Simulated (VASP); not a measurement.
# Ca32H (a cell with a defect) in VASP: relaxation of the atoms with PBEsol

Aim: the relaxation of the atoms of Ca32H (a cell with a defect) with PBEsol.

Everything below comes from runs of VASP 6.6.1. Logs are shortened: lines on timing, memory, paths and dates and some standing lists are left out, and cuts for length are marked.

## (1) The cell of the first run

The cell holds a defect, 33 atoms: a = 11.160 Å, b = 11.160 Å, c = 11.160 Å, α = 90.00°, β = 90.00°, γ = 90.00°.

## (2) Relaxation of the atoms, PBEsol

INCAR reads:

```
SYSTEM = Ca32H
  PREC = Accurate
  ENCUT = 520
  EDIFF = 1E-6
  ISMEAR = -1
  SIGMA = 0.05
  LREAL = Auto
  LASPH = .TRUE.
  NELM = 60
  ALGO = Normal
  ISIF = 2
  LWAVE = .FALSE.
  LCHARG = .FALSE.
  GGA = PS
  IBRION = 2
  NSW = 45
  EDIFFG = -0.08
```

KPOINTS reads:

```
regular mesh
0
G
  1 1 1
  0 0 0
```

POSCAR reads:

```
Ca32H
1.0
   11.1600000000      0.0000000000      0.0000000000
    0.0000000000     11.1600000000      0.0000000000
    0.0000000000      0.0000000000     11.1600000000
Ca H
32 1
Direct
    0.5000000000      0.0000000000      0.0000000000
    0.7500000000      0.2500000000      0.0000000000
    0.7500000000      0.0000000000      0.2500000000
    0.0000000000      0.0000000000      0.0000000000
    0.2500000000      0.2500000000      0.0000000000
    0.5000000000      0.5000000000      0.0000000000
    0.7500000000      0.7500000000      0.0000000000
    0.2500000000      0.0000000000      0.2500000000
    0.5000000000      0.2500000000      0.2500000000
    0.7500000000      0.5000000000      0.2500000000
    0.5000000000      0.0000000000      0.5000000000
    0.7500000000      0.2500000000      0.5000000000
    0.7500000000      0.0000000000      0.7500000000
    0.0000000000      0.5000000000      0.0000000000
    0.2500000000      0.7500000000      0.0000000000
    0.0000000000      0.2500000000      0.2500000000
    0.2500000000      0.5000000000      0.2500000000
    0.5000000000      0.7500000000      0.2500000000
    0.0000000000      0.0000000000      0.5000000000
    0.2500000000      0.2500000000      0.5000000000
    0.5000000000      0.5000000000      0.5000000000
    0.7500000000      0.7500000000      0.5000000000
    0.2500000000      0.0000000000      0.7500000000
    0.5000000000      0.2500000000      0.7500000000
    0.7500000000      0.5000000000      0.7500000000
    0.0000000000      0.7500000000      0.2500000000
    0.0000000000      0.5000000000      0.5000000000
    0.2500000000      0.7500000000      0.5000000000
    0.0000000000      0.2500000000      0.7500000000
    0.2500000000      0.5000000000      0.7500000000
    0.5000000000      0.7500000000      0.7500000000
    0.0000000000      0.7500000000      0.7500000000
    0.6267506000      0.3769772000      0.3704104000
```

Potentials or basis: VASP PAW PBE potentials, release 64 (Ca_sv, H).

Run with:

```
cat potpaw_PBE.64/Ca_sv/POTCAR potpaw_PBE.64/H/POTCAR > POTCAR
mpirun -np 2 vasp_gam > vasp.out
```

OUTCAR:

```text
SYSTEM = Ca32H
   PREC = Accurate
   ENCUT = 520
   EDIFF = 1E-6
   ISMEAR = -1
   LREAL = Auto
   LASPH = .TRUE.
   NELM = 60
   ISIF = 2
   GGA = PS
   IBRION = 2
   NSW = 45
   EDIFFG = -0.08

 ion  position               nearest neighbor table
   1  0.500  0.000  0.000-
   2  0.750  0.250  0.000-
   3  0.750  0.000  0.250-
   4  0.000  0.000  0.000-
   5  0.250  0.250  0.000-
   6  0.500  0.500  0.000-
[... 25 lines left out ...]
  32  0.000  0.750  0.750-
  33  0.627  0.377  0.370-

  LATTYP: Found a simple cubic cell.
 ALAT       =    11.1600000000

  Lattice vectors:

 A1 = (  11.1600000000,   0.0000000000,   0.0000000000)
 A2 = (   0.0000000000,  11.1600000000,   0.0000000000)
 A3 = (   0.0000000000,   0.0000000000,  11.1600000000)

Analysis of symmetry for initial positions (statically):
=====================================================================
 Subroutine PRICEL returns:
 Original cell was already a primitive cell.

 Routine SETGRP: Setting up the symmetry group for a
 simple cubic supercell.

 Subroutine GETGRP returns: Found  1 space group operations
 (whereof  1 operations were pure point group operations)
 out of a pool of 48 trial point group operations.

The static configuration has the point symmetry C_1 .

Analysis of symmetry for dynamics (positions and initial velocities):
=====================================================================
 Subroutine PRICEL returns:
 Original cell was already a primitive cell.

 Routine SETGRP: Setting up the symmetry group for a
 simple cubic supercell.

 Subroutine GETGRP returns: Found  1 space group operations
 (whereof  1 operations were pure point group operations)
 out of a pool of 48 trial point group operations.

The dynamic configuration has the point symmetry C_1 .

 Subroutine INISYM returns: Found  1 space group operations
 (whereof  1 operations are pure point group operations),
 and found     1 'primitive' translations

----------------------------------------------------------------------------------------

                                     Primitive cell

  volume of cell :    1389.9289

  direct lattice vectors                    reciprocal lattice vectors
    11.160000000  0.000000000  0.000000000     0.089605735  0.000000000  0.000000000
     0.000000000 11.160000000  0.000000000     0.000000000  0.089605735  0.000000000
     0.000000000  0.000000000 11.160000000     0.000000000  0.000000000  0.089605735

  length of vectors
    11.160000000 11.160000000 11.160000000     0.089605735  0.089605735  0.089605735

  position of ions in fractional coordinates (direct lattice)
     0.500000000  0.000000000  0.000000000
     0.750000000  0.250000000  0.000000000
     0.750000000  0.000000000  0.250000000
     0.000000000  0.000000000  0.000000000
     0.250000000  0.250000000  0.000000000
     0.500000000  0.500000000  0.000000000
[... 25 lines left out ...]
     0.000000000  0.750000000  0.750000000
     0.626750600  0.376977200  0.370410400

  ion indices of the primitive-cell ions
   primitive index   ion index
                 1           1
                 2           2
                 3           3
                 4           4
                 5           5
                 6           6
[... 25 lines left out ...]
                32          32
                33          33

----------------------------------------------------------------------------------------

 KPOINTS: regular mesh

Automatic generation of k-mesh.
 Grid dimensions read from file:
 generate k-points for:    1    1    1

 Generating k-lattice:

  Cartesian coordinates                     Fractional coordinates (reciprocal lattice)
     0.089605735  0.000000000  0.000000000     1.000000000  0.000000000  0.000000000
     0.000000000  0.089605735  0.000000000     0.000000000  1.000000000  0.000000000
     0.000000000  0.000000000  0.089605735     0.000000000  0.000000000  1.000000000

  Length of vectors
     0.089605735  0.089605735  0.089605735

  Shift w.r.t. Gamma in fractional coordinates (k-lattice)
     0.000000000  0.000000000  0.000000000

 Subroutine IBZKPT returns following result:
 ===========================================

 Found      1 irreducible k-points:

 Following reciprocal coordinates:
            Coordinates               Weight
  0.000000  0.000000  0.000000      1.000000
   k-points           NKPTS =      1   k-points in BZ     NKDIM =      1   number of bands    NBANDS=    192
   number of dos      NEDOS =    301   number of ions     NIONS =     33
   total plane-waves  NPLWV = 592704
   dimension x,y,z NGX =    84 NGY =   84 NGZ =   84
   dimension x,y,z NGXF=   168 NGYF=  168 NGZF=  168
   ions per type =              32   1
   NGX,Y,Z   is equivalent  to a cutoff of  12.51, 12.51, 12.51 a.u.
   NGXF,Y,Z  is equivalent  to a cutoff of  25.03, 25.03, 25.03 a.u.
 SYSTEM =  Ca32H
   PREC   = accura    normal or accurate (medium, high low for compatibility)
   ISTART =      0    job   : 0-new  1-cont  2-samecut
   ICHARG =      2    charge: 1-file 2-atom 10-const
   ISPIN  =      1    spin polarized calculation?
   LNONCOLLINEAR =      F non collinear calculations
   LSORBIT =      F    spin-orbit coupling
   LASPH  =      T    aspherical Exc in radial PAW
   ENCUT  =  520.0 eV  38.22 Ry    6.18 a.u.  20.75 20.75 20.75*2*pi/ulx,y,z
   NELM   =     60;   NELMIN=  2; NELMDL= -5     # of ELM steps
   EDIFF  = 0.1E-05   stopping-criterion for ELM
   LREAL  =      T    real-space projection
   EDIFFG = -.8E-01   stopping-criterion for IOM
   NSW    =     45    number of steps for IOM
   IBRION =      2    ionic relax: 0-MD 1-quasi-New 2-CG
   NFREE  =      1    steps in history (QN), initial steepest desc. (CG)
   ISIF   =      2    stress and relaxation
   ISYM   =      2    0-nonsym 1-usesym 2-fastsym
   POTIM  = 0.5000    time-step for ionic-motion
   TEBEG  =    0.0;   TEEND  =   0.0 temperature during run
   PSTRESS=    0.0 pullay stress
   NELECT =     321.0000    total number of electrons
   NUPDOWN=      -1.0000    fix difference up-down
   EMIN   =  10.00;   EMAX   =-10.00  energy-range for DOS
   EFERMI =   0.00;   METHOD = LEGACY
   ISMEAR =    -1;   SIGMA  =   0.05  broadening in eV -4-tet -1-fermi 0-gaus
   EFERMI_NEDOS =   21; number of points for ismear=-14 and -15
   IALGO  =     38    algorithm
   IMIX   =      4    mixing-type and parameters
     AMIX     =   0.40;   BMIX     =  1.00
     AMIX_MAG =   1.60;   BMIX_MAG =  1.00
  volume/ion in A,a.u.               =      42.12       284.23
  Fermi-wavevector in a.u.,A,eV,Ry     =   1.004413  1.898065 13.726175  1.008845
  Thomas-Fermi vector in A             =   2.137027
   LORBIT       =      0    0 simple, 1 ext, 2 COOP (PROOUT), +10 PAW based schemes
   GGA     = PS    functional components
   LHFCALC =     F    Hartree Fock is set to
   AEXX    =    0.0000 exact exchange contribution
   IVDW    =     0    specifies the selected vdW correction
   LEPSILON=     F    determine dielectric tensor
   LRPA    =     F    only Hartree local field effects (RPA)
 conjugate gradient relaxation of ions
 non-spin polarized calculation
  energy-cutoff  :      520.00
  volume of cell :     1389.93
 maximum number of plane-waves:     18765
 NGX is ok and might be reduce to    84
   NGX = 41   NGY = 41   NGZ = 41

--------------------------------------- Ionic step        1  -------------------------------------------

 number of electron     320.9999820 magnetization

 Free energy of the ion-electron system (eV)
  ---------------------------------------------------
  ext. energy  EPLUGINS =         0.00000000
  ---------------------------------------------------
  free energy    TOTEN  =       -74.55796515 eV

  energy without entropy =      -74.19472521  energy(sigma->0) =      -74.37634518

------------------------ aborting loop because EDIFF is reached ----------------------------------------

  FORCE on cell =-STRESS in cart. coord.  units (eV):
  Direction    XX          YY          ZZ          XY          YZ          ZX
  --------------------------------------------------------------------------------------
  -------------------------------------------------------------------------------------
  Total      -11.2260577    -11.2261859    -11.2324903      0.0269311     -0.0139785     -0.0148056
  in kB      -12.9403275    -12.9404753    -12.9477425      0.0310436     -0.0161131     -0.0170665
  external PRESSURE =     -12.9428484 kB  Pullay stress =       0.0000000 kB
[... 320 lines left out ...]
  energy  without entropy=      -74.4109329422  energy(sigma->0) =      -74.58554325

--------------------------------------- Ionic step        6  -------------------------------------------

 number of electron     320.9999869 magnetization

 Free energy of the ion-electron system (eV)
  ---------------------------------------------------
  ext. energy  EPLUGINS =         0.00000000
  ---------------------------------------------------
  free energy    TOTEN  =       -74.76071166 eV

  energy without entropy =      -74.41204782  energy(sigma->0) =      -74.58637974

 E-fermi :   1.9376     XC(G=0):  -7.7313

 val. band max:        1.7191558572   @ k =   0.0000   0.0000   0.0000
 cond. band min:       1.9841998207   @ k =   0.0000   0.0000   0.0000
 fundamental gap:      0.2650439636
 Fermi energy:         1.9375726986

 k-point     1 :       0.0000    0.0000    0.0000
  band No.  band energies     occupation
      1     -40.2087      2.00000
      2     -40.2045      2.00000
      3     -40.2045      2.00000
      4     -40.2040      2.00000
      5     -40.2036      2.00000
      6     -40.2026      2.00000
[... 164 lines left out ...]
    171       2.4380      0.00009
    172       2.4613      0.00006
 [bands above 172 left out]

------------------------ aborting loop because EDIFF is reached ----------------------------------------

  FORCE on cell =-STRESS in cart. coord.  units (eV):
  Direction    XX          YY          ZZ          XY          YZ          ZX
  --------------------------------------------------------------------------------------
  -------------------------------------------------------------------------------------
  Total      -10.7172589    -10.7174247    -10.7205411      0.0380299     -0.0103344     -0.0127208
  in kB      -12.3538328    -12.3540239    -12.3576163      0.0438372     -0.0119125     -0.0146634
  external PRESSURE =     -12.3551577 kB  Pullay stress =       0.0000000 kB
[... 48 lines left out ...]
  FREE ENERGIE OF THE ION-ELECTRON SYSTEM (eV)
  ---------------------------------------------------
  free  energy   TOTEN  =       -74.7607116640 eV

  energy  without entropy=      -74.4120478171  energy(sigma->0) =      -74.58637974

 reached required accuracy - stopping structural energy minimisation
```

Run time: 14 min. Hardware: 2 MPI ranks of Intel Xeon Platinum 8259CL at 2.50GHz (Skylake/Cascade Lake), shared host; peak memory 0.73 GiB.

Results:

| Item | Value |
| --- | --- |
| Free energy | -74.7607 eV |
| Energy gained by relaxing | 6.1 meV/atom |
| Ionic steps | 6 |
| Pressure after relaxing | -1.2 GPa |
| Largest force after relaxing | 0.078 eV/Å |
| Band gap on the k mesh | zero (an odd number of electrons rules out a gap without spin polarisation) |

Forces on the atoms (eV/Å):
```
Ca  -0.009  0.042  0.040
Ca  -0.002  0.002  0.040
Ca  -0.001  0.041  0.001
Ca   0.005 -0.005 -0.005
Ca   0.042 -0.009  0.040
Ca   0.002 -0.002  0.041
Ca   0.010 -0.040  0.039
Ca   0.041  0.041 -0.009
Ca  -0.001 -0.001 -0.008
Ca   0.012  0.013 -0.015
Ca   0.002  0.043 -0.002
Ca  -0.005  0.009 -0.012
Ca   0.009  0.041 -0.042
Ca  -0.040  0.010  0.039
Ca  -0.005  0.005 -0.005
Ca  -0.041  0.002  0.001
Ca   0.041 -0.001  0.001
Ca   0.002 -0.041  0.001
Ca  -0.041  0.042  0.009
Ca   0.043  0.002 -0.002
Ca   0.008 -0.004 -0.011
Ca  -0.002 -0.041 -0.002
Ca  -0.005 -0.004  0.005
Ca   0.002  0.002 -0.043
Ca  -0.001 -0.001 -0.042
Ca  -0.039 -0.039 -0.010
Ca  -0.041 -0.002 -0.002
Ca   0.042 -0.041  0.009
Ca  -0.041 -0.009 -0.043
Ca   0.041  0.009 -0.042
Ca  -0.009 -0.040 -0.043
Ca   0.005  0.005  0.005
H   -0.023 -0.027  0.069
```

The path:
```tsv
step	energy change (eV)	largest force (eV/Å)	pressure (GPa)
1	0.0000	0.6086	-1.29
2	-0.0645	0.5215	-1.29
3	-0.1876	0.2001	-1.26
4	-0.0059	0.7920	-1.10
5	-0.2022	0.0803	-1.24
6	-0.2027	0.0779	-1.24
```

Final structure:
```
CELL_PARAMETERS angstrom
11.16000 0.00000 0.00000
0.00000 11.16000 0.00000
0.00000 0.00000 11.16000
ATOMIC_POSITIONS crystal
Ca 0.50051 0.00020 0.00022
Ca 0.74965 0.25036 0.99905
Ca 0.74958 0.99913 0.25041
Ca 0.99987 0.00012 0.00015
Ca 0.25020 0.25052 0.00022
Ca 0.50036 0.49965 0.99904
Ca 0.74947 0.74982 0.00019
Ca 0.25018 0.00019 0.25047
Ca 0.50808 0.25809 0.25782
Ca 0.74241 0.49242 0.25748
Ca 0.50043 0.99923 0.49956
Ca 0.74193 0.25823 0.49166
Ca 0.74954 0.00021 0.74980
Ca 0.99982 0.49947 0.00019
Ca 0.25012 0.74987 0.00015
Ca 0.00092 0.25039 0.25037
Ca 0.24912 0.49958 0.25041
Ca 0.50039 0.75092 0.25037
Ca 0.99977 0.00022 0.49949
Ca 0.24923 0.25043 0.49956
Ca 0.50822 0.49194 0.49167
Ca 0.74962 0.75088 0.49961
Ca 0.25012 0.00011 0.74990
Ca 0.50046 0.25046 0.75074
Ca 0.74955 0.49955 0.75080
Ca 0.99982 0.74982 0.25051
Ca 0.00087 0.49962 0.49960
Ca 0.25022 0.74978 0.49949
Ca 0.99978 0.25049 0.74979
Ca 0.25021 0.49954 0.74980
Ca 0.50048 0.74978 0.74980
Ca 0.99987 0.74987 0.74990
H 0.62596 0.37612 0.37220
```

Caveat: the k points lie up to 0.56 Å⁻¹ apart, too coarse for converged energies and pressures of a metal; the PAW data sets were made with another functional, which shifts forces and pressure a little; the relaxation stopped at a loose force limit of 0.08 eV/Å, so its end isn't a converged minimum.

The gap in the log of VASP goes by the Fermi energy; the results here count the filled bands.